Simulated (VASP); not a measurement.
A run of VASP 6.6.1:

Contents of INCAR:

```
ALGO     = Fast           # electronic algorithm
EDIFF    = 1E-7           # SCF threshold, eV
ENCUT    = 520            # plane-wave cutoff, eV
GGA      = PS             # functional
ISIF     = 2              # what is computed and relaxed
ISMEAR   = 0              # smearing method
LASPH    = True           # aspherical terms in the spheres
LCHARG   = False          # write CHGCAR
LREAL    = False          # projectors in reciprocal space
LWAVE    = False          # write WAVECAR
NBANDS   = 54             # bands
NELM     = 60             # most SCF steps
PREC     = Accurate       # precision mode
SIGMA    = 0.15           # smearing width, eV
```

Contents of KPOINTS:

```
k-points
0
Gamma
  12 12 12
```

File POSCAR:

```
Cu
1.0
    3.6150000000      0.0000000000      3.6150000000
    0.0000000000     -3.6150000000      3.6150000000
    3.6150000000     -3.6150000000      0.0000000000
Cu
8
Direct
   -0.0331950207     -0.0331950207      0.5331950207
    0.0000000000      0.5000000000      0.5000000000
    0.5000000000      0.0000000000      0.5000000000
    0.5000000000      0.5000000000      0.5000000000
    0.0000000000      0.0000000000      0.0000000000
    0.0000000000      0.5000000000      0.0000000000
    0.5000000000      0.0000000000      0.0000000000
    0.5000000000      0.5000000000      0.0000000000
```

Potentials or basis: VASP PAW PBE potentials, release 64 (Cu).

Launch:

```bash
$ cat potpaw_PBE.64/Cu/POTCAR > POTCAR
$ mpirun -np 1 vasp_std > vasp.out
```

Hardware: 1 thread of Intel(R) Xeon(R) Platinum 8488C (Sapphire Rapids) (shared host).

Task: Estimate the wall time of this run.

Result: Wall time 16 min on 1 thread of Intel(R) Xeon(R) Platinum 8488C (Sapphire Rapids) (shared host), peak memory 0.65 GiB. Counts: scf iterations 20, k points 163.
